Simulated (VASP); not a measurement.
Here is a VASP 6.6.1 calculation.

The input POSCAR:

```
GaN
1.0
    0.0000000000      2.2489525415      2.2489525415
    2.2489525415      0.0000000000      2.2489525415
    2.2489525415      2.2489525415      0.0000000000
Ga N
1 1
Direct
    0.0000000000      0.0000000000      0.0000000000
    0.2500000000      0.2500000000      0.2500000000
```

The input INCAR.step1:

```
SYSTEM = GaN
ALGO = Normal ; EDIFF = 1E-5
ENCUT = 520 ; GGA = PE
ISIF = 2 ; ISMEAR = 0
LASPH = .TRUE. ; LREAL = .FALSE.
LWAVE = .TRUE. ; NBANDS = 16
NELM = 60 ; PREC = Accurate
SIGMA = 0.01
```

The input INCAR.step2:

```
SYSTEM = GaN
ALGO = Normal ; EDIFF = 1E-6
ENCUT = 520 ; GGA = PE
HFSCREEN = 0.2079 ; ISIF = 2
ISMEAR = 0 ; ISTART = 1
LASPH = .TRUE. ; LCHARG = .TRUE.
LELF = .TRUE. ; LHFCALC = .TRUE.
LREAL = .FALSE. ; LVHAR = .TRUE.
LWAVE = .FALSE. ; NBANDS = 16
NELM = 60 ; PREC = Accurate
PRECFOCK = Normal ; SIGMA = 0.01
```

KPOINTS

```
k-points
0
G
  4 4 4
  0 0 0
```

Potentials or basis: VASP PAW PBE potentials, release 64 (Ga_d, N).

Launch:

```sh
$ cat potpaw_PBE.64/Ga_d/POTCAR potpaw_PBE.64/N/POTCAR > POTCAR
$ cp INCAR.step1 INCAR
$ mpirun -np 1 vasp_std > vasp.out
$ cp INCAR.step2 INCAR
$ mpirun -np 1 vasp_std > vasp.out
```

Q: Estimate the pressure.

A: -0.1 GPa.

Q: Predict the band gap on the k mesh.

A: 3.06 eV.

Caveat: the k points lie up to 0.60 Å⁻¹ apart; the structure was generated, so it needn't be the stable form of GaN; the PAW data sets were made with another functional, which shifts forces and pressure a little.
